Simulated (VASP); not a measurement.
# Hg (R-3m) in VASP: single point with r2SCAN

Aim: the single point of Hg with r2SCAN.

Program: VASP 6.6.1. These are calculated values, not measurements. Logs are shortened: lines on timing, memory, paths and dates and some standing lists are left out, and cuts for length are marked.

### Step 1. The cell of the first run

Symmetry: R-3m, No. 166, trigonal system. Conventional cell: a = 3.460 Å, b = 3.460 Å, c = 6.702 Å, α = 90.00°, β = 90.00°, γ = 120.00°. Hg (site symmetry -3m) has 12 Hg at 3.00 to 3.46 Å within 3.9 Å.

### Step 2. Single point, r2SCAN

Input file POSCAR:

```
Hg
1.0
    1.7300004553      0.9988162286      2.2340000000
   -1.7300004553      0.9988162286      2.2340000000
    0.0000000000     -1.9976324571      2.2340000000
Hg
1
Direct
    0.0000000000      0.0000000000      0.0000000000
```

Input file INCAR.step1:

```
SYSTEM = Hg
PREC = Accurate
ENCUT = 600
ISMEAR = 0
SIGMA = 0.15
LREAL = .False.
LASPH = .True.
NELM = 120
NBANDS = 16
GGA = PE
ALGO = Normal
EDIFF = 1E-5
LWAVE = .True.
LCHARG = .False.
GGA_COMPAT = .False.
```

Input file INCAR.step2:

```
SYSTEM = Hg
PREC = Accurate
ENCUT = 600
EDIFF = 1E-6
ISMEAR = 0
SIGMA = 0.15
LREAL = .False.
LASPH = .True.
NELM = 120
ALGO = Normal
ISIF = 2
LWAVE = .False.
LCHARG = .False.
METAGGA = R2SCAN
LMIXTAU = .True.
NBANDS = 16
ISTART = 1
GGA_COMPAT = .False.
```

Input file KPOINTS:

```
Automatic mesh
0
Gamma
  18 18 18
  0 0 0
```

Potentials or basis: VASP PAW PBE potentials, release 64 (Hg_sv_GW).

Launch:

```bash
$ cat potpaw_PBE.64/Hg_sv_GW/POTCAR > POTCAR
$ cp INCAR.step1 INCAR
$ mpirun -np 1 vasp_std > vasp.out
$ cp INCAR.step2 INCAR
$ mpirun -np 1 vasp_std > vasp.out
```

OUTCAR:

```text
SYSTEM = Hg
   PREC = Accurate
   ENCUT = 600
   EDIFF = 1E-6
   ISMEAR = 0
   LREAL = .False.
   LASPH = .True.
   NELM = 120
   ISIF = 2
   METAGGA = R2SCAN
   ISTART = 1

 ion  position               nearest neighbor table
   1  0.000  0.000  0.000-

  LATTYP: Found a trigonal (rhomboedric) cell.
 ALAT       =     2.9968802835
 COS(alpha) =     0.3335253405

  Lattice vectors:

 A1 = (   1.7300004553,   0.9988162286,   2.2340000000)
 A2 = (  -1.7300004553,   0.9988162286,   2.2340000000)
 A3 = (   0.0000000000,  -1.9976324571,   2.2340000000)

Analysis of symmetry for initial positions (statically):
=====================================================================
 Subroutine PRICEL returns:
 Original cell was already a primitive cell.

 Routine SETGRP: Setting up the symmetry group for a
 trigonal (rhombohedral) supercell.

 Subroutine GETGRP returns: Found 12 space group operations
 (whereof 12 operations were pure point group operations)
 out of a pool of 12 trial point group operations.

The static configuration has the point symmetry D_3d.

Analysis of symmetry for dynamics (positions and initial velocities):
=====================================================================
 Subroutine PRICEL returns:
 Original cell was already a primitive cell.

 Routine SETGRP: Setting up the symmetry group for a
 trigonal (rhombohedral) supercell.

 Subroutine GETGRP returns: Found 12 space group operations
 (whereof 12 operations were pure point group operations)
 out of a pool of 12 trial point group operations.

The dynamic configuration has the point symmetry D_3d.

 Subroutine INISYM returns: Found 12 space group operations
 (whereof 12 operations are pure point group operations),
 and found     1 'primitive' translations

----------------------------------------------------------------------------------------

                                     Primitive cell

  volume of cell :      23.1615

  direct lattice vectors                    reciprocal lattice vectors
     1.730000455  0.998816229  2.234000000     0.289017265  0.166864196  0.149209191
    -1.730000455  0.998816229  2.234000000    -0.289017265  0.166864196  0.149209191
     0.000000000 -1.997632457  2.234000000     0.000000000 -0.333728391  0.149209191

  length of vectors
     2.996880284  2.996880284  2.996880284     0.365565346  0.365565346  0.365565346

  position of ions in fractional coordinates (direct lattice)
     0.000000000  0.000000000  0.000000000

[... 74 lines left out ...]
   NELM   =    120;   NELMIN=  2; NELMDL=  0     # of ELM steps
   EDIFF  = 0.1E-05   stopping-criterion for ELM
   LREAL  =      F    real-space projection
   EDIFFG = 0.1E-04   stopping-criterion for IOM
   NSW    =      0    number of steps for IOM
   IBRION =     -1    ionic relax: 0-MD 1-quasi-New 2-CG
   NFREE  =      0    steps in history (QN), initial steepest desc. (CG)
   ISIF   =      2    stress and relaxation
   ISYM   =      2    0-nonsym 1-usesym 2-fastsym
   POTIM  = 0.5000    time-step for ionic-motion
   TEBEG  =    0.0;   TEEND  =   0.0 temperature during run
   PSTRESS=    0.0 pullay stress
   NELECT =      20.0000    total number of electrons
   NUPDOWN=      -1.0000    fix difference up-down
   EMIN   =  10.00;   EMAX   =-10.00  energy-range for DOS
   EFERMI =   0.00;   METHOD = LEGACY
   ISMEAR =     0;   SIGMA  =   0.15  broadening in eV -4-tet -1-fermi 0-gaus
   EFERMI_NEDOS =   21; number of points for ismear=-14 and -15
   IALGO  =     38    algorithm
   IMIX   =      4    mixing-type and parameters
     AMIX     =   0.40;   BMIX     =  1.00
     AMIX_MAG =   1.60;   BMIX_MAG =  1.00
  volume/ion in A,a.u.               =      23.16       156.30
  Fermi-wavevector in a.u.,A,eV,Ry     =   1.558940  2.945970 33.066159  2.430294
  Thomas-Fermi vector in A             =   2.662371
   LORBIT       =      0    0 simple, 1 ext, 2 COOP (PROOUT), +10 PAW based schemes
   METAGGA = R2SCAN    functional components
   LHFCALC =     F    Hartree Fock is set to
   AEXX    =    0.0000 exact exchange contribution
   IVDW    =     0    specifies the selected vdW correction
   LEPSILON=     F    determine dielectric tensor
   LRPA    =     F    only Hartree local field effects (RPA)
 non-spin polarized calculation
 Gauss-broadening in eV      SIGMA  =   0.15
  energy-cutoff  :      600.00
  volume of cell :       23.16
 maximum number of plane-waves:       789
   NGX = 11   NGY = 11   NGZ = 11

 number of electron      19.9999993 magnetization

 Free energy of the ion-electron system (eV)
  ---------------------------------------------------
  ext. energy  EPLUGINS =         0.00000000
  ---------------------------------------------------
  free energy    TOTEN  =       -49.23585018 eV

  energy without entropy =      -49.23265389  energy(sigma->0) =      -49.23425203

 E-fermi :   6.2717     XC(G=0): -12.1391

 val. band max:        6.2707601118   @ k =  -0.4444   0.5000   0.2222
 cond. band min:       6.3014291324   @ k =  -0.3889   0.4444   0.1667
 fundamental gap:      0.0306690205
 Fermi energy:         6.2717018120

 k-point     1 :       0.0000    0.0000    0.0000
  band No.  band energies     occupation
      1    -111.3543      2.00000
      2     -59.0623      2.00000
      3     -59.0597      2.00000
      4     -59.0597      2.00000
      5      -3.4201      2.00000
      6      -2.0357      2.00000
[... 433 lines left out ...]
      3     -59.0631      2.00000
      4     -59.0596      2.00000
      5      -2.5645      2.00000
      6      -1.9804      2.00000
[... 8 lines left out ...]
     15      25.3112      0.00000
     16      26.0165      0.00000

 [... further k-points ...]

------------------------ aborting loop because EDIFF is reached ----------------------------------------

  FORCE on cell =-STRESS in cart. coord.  units (eV):
  Direction    XX          YY          ZZ          XY          YZ          ZX
  --------------------------------------------------------------------------------------
  -------------------------------------------------------------------------------------
  Total        0.6254578      0.6254578      0.5796917      0.0000000      0.0000000      0.0000000
  in kB       43.2655616     43.2655616     40.0997301      0.0000000      0.0000000      0.0000000
  external PRESSURE =      42.2102845 kB  Pullay stress =       0.0000000 kB

 VOLUME and BASIS-vectors are now :
 -----------------------------------------------------------------------------
  energy-cutoff  :      600.00
  volume of cell :       23.16
      direct lattice vectors                 reciprocal lattice vectors
     1.730000455  0.998816229  2.234000000     0.289017265  0.166864196  0.149209191
    -1.730000455  0.998816229  2.234000000    -0.289017265  0.166864196  0.149209191
     0.000000000 -1.997632457  2.234000000     0.000000000 -0.333728391  0.149209191

 POSITION                                       TOTAL-FORCE (eV/Angst)
 -----------------------------------------------------------------------------------
      0.00000      0.00000      0.00000        -0.000000      0.000000     -0.000000
 -----------------------------------------------------------------------------------
    total drift:                               -0.000000     -0.000000      0.000000

  FREE ENERGIE OF THE ION-ELECTRON SYSTEM (eV)
  ---------------------------------------------------
  free  energy   TOTEN  =       -49.2358501784 eV

  energy  without entropy=      -49.2326538894  energy(sigma->0) =      -49.23425203
```

OUTCAR.step1:

```text
SYSTEM = Hg
   PREC = Accurate
   ENCUT = 600
   ISMEAR = 0
   LREAL = .False.
   LASPH = .True.
   NELM = 120
[... 673 lines left out ...]
 -----------------------------------------------------------------------------------
      0.00000      0.00000      0.00000         0.000000     -0.000000      0.000000
 -----------------------------------------------------------------------------------
    total drift:                               -0.000000     -0.000000      0.000000

  FREE ENERGIE OF THE ION-ELECTRON SYSTEM (eV)
  ---------------------------------------------------
  free  energy   TOTEN  =        -0.0965970120 eV

  energy  without entropy=       -0.0929651741  energy(sigma->0) =       -0.09478109
```

OSZICAR.step1:

```text
N       E                     dE             d eps       ncg     rms          rms(c)
DAV:   1     0.343466991942E+03    0.34347E+03   -0.13177E+04 18896   0.194E+03
DAV:   2     0.257864875887E+02   -0.31768E+03   -0.29307E+03 18616   0.629E+02
DAV:   3     0.770015175451E+00   -0.25016E+02   -0.24902E+02 30176   0.173E+02
DAV:   4    -0.110846217265E+00   -0.88086E+00   -0.88079E+00 21144   0.332E+01
DAV:   5    -0.133775198545E+00   -0.22929E-01   -0.22929E-01 30320   0.587E+00    0.236E+01
DAV:   6    -0.971984532043E-01    0.36577E-01   -0.84800E-02 28880   0.567E+00    0.139E+01
DAV:   7    -0.970261889197E-01    0.17226E-03   -0.16875E-02 30824   0.171E+00    0.106E+00
DAV:   8    -0.965734172350E-01    0.45277E-03   -0.25671E-03 27248   0.120E+00    0.971E-02
DAV:   9    -0.965964378192E-01   -0.23021E-04   -0.71681E-05 21640   0.106E-01    0.191E-02
DAV:  10    -0.965970119714E-01   -0.57415E-06   -0.39344E-06 17360   0.462E-02
   1 F= -.96597012E-01 E0= -.94781093E-01  d E =-.363184E-02
```

Run time: 6.2 min. Hardware: 1 thread of Intel Xeon Platinum 8488C (Sapphire Rapids), shared host; peak memory 0.41 GiB.

What came out:

```yaml
Free_energy: -49.2359 eV
Pressure: 4.2 GPa
Band_gap_on_the_k_mesh: zero (bands 10 and 11 overlap by 3.19 eV)
```

Levels at points of the mesh, in eV from the Fermi level:
| k point | band 7 | band 8 | band 9 | band 10 | band 11 | band 12 | band 13 | band 14 |
| --- | --- | --- | --- | --- | --- | --- | --- | --- |
| (0.00, 0.00, 0.00) | -8.31 | -6.95 | -6.79 | -6.79 | 12.21 | 12.79 | 12.79 | 17.87 |
| (0.50, 0.00, 0.00) | -6.98 | -6.86 | -6.44 | -2.43 | -2.07 | 12.42 | 12.85 | 17.14 |
| (0.50, 0.50, 0.00) | -6.71 | -6.50 | -5.95 | -0.18 | 0.69 | 4.78 | 10.13 | 10.55 |
| (0.50, 0.50, 0.50) | -7.90 | -6.05 | -6.05 | -0.26 | 1.28 | 9.50 | 9.50 | 11.15 |

Caveat: the cell stands under pressure; the PAW data sets were made with another functional, which shifts forces and pressure a little; spin-orbit coupling is left out, which moves the levels of the heavy elements.

The gap in the log of VASP goes by the Fermi energy; the results here count the filled bands.